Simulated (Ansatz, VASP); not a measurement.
# One calculation of W, two programs

```
W
1.0
    -1.57727    1.57727    1.57727
     1.57727   -1.57727    1.57727
     1.57727    1.57727   -1.57727
W
1
Direct
  0.00000 0.00000 0.00000
```

Alike in both runs: functional PBEsol; k mesh 18 × 18 × 18; occupations gaussian, width 0.1 eV; no spin polarisation.

Ansatz relaxed the structure, and its values are those at the end. VASP's run is a single point on that final structure, the one shown.

|  | VASP | Ansatz |
| --- | --- | --- |
| version | VASP 6.6.1 | Ansatz 0.2.0 |
| potentials or method | VASP PAW PBE potentials, release 64 (W_sv), cutoff 520 eV | scalar-relativistic, plane waves, PAW |
| valence electrons in the cell | 14 | 14 |

|  | VASP | Ansatz | Ansatz less VASP |
| --- | --- | --- | --- |
| gap on the k mesh at the Fermi level (eV) | none | none | - |
| pressure (GPa) | 0.6 | 0.0 | -0.59 |

VASP's potentials were made for PBE, not for PBEsol, and Ansatz warns of the same on its side. A gap of «none» marks a metal or a gap that the smearing closes.

Spin-orbit coupling is off throughout.
